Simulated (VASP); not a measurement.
A run of VASP 6.6.1 is set up as follows.

File INCAR:

```
SYSTEM = Cd
PREC = Accurate ; ENCUT = 600
EDIFF = 1E-6 ; ISMEAR = -1
SIGMA = 0.1 ; LREAL = .FALSE.
LASPH = .TRUE. ; NELM = 80
ALGO = Normal ; ISIF = 3
LWAVE = .FALSE. ; LCHARG = .FALSE.
GGA = PS ; IBRION = 2
NSW = 80 ; EDIFFG = -0.01
```

File KPOINTS:

```
Automatic mesh
0
G
  12 12 12
  0 0 0
```

File POSCAR:

```
Cd
1.0
    0.0000000000      2.2099191412      2.2099191412
    2.2099191412      0.0000000000      2.2099191412
    2.2099191412      2.2099191412      0.0000000000
Cd
1
Direct
    0.0000000000      0.0000000000      0.0000000000
```

Potentials or basis: VASP PAW PBE potentials, release 64 (Cd).

Command:

```console
$ cat potpaw_PBE.64/Cd/POTCAR > POTCAR
$ mpirun -np 1 vasp_std > vasp.out
```

Question: Predict the band gap on the k mesh.

Answer: Zero (bands 6 and 7 overlap by 3.35 eV).

Question: What does it give for the relaxed volume?

Answer: 21.02 Å³/atom.

Final structure:
```
CELL_PARAMETERS angstrom
0.00000 2.19062 2.19062
2.19062 0.00000 2.19062
2.19062 2.19062 0.00000
ATOMIC_POSITIONS crystal
Cd 0.00000 0.00000 0.00000
```

Caveat: the PAW data sets were made with another functional, which shifts forces and pressure a little.
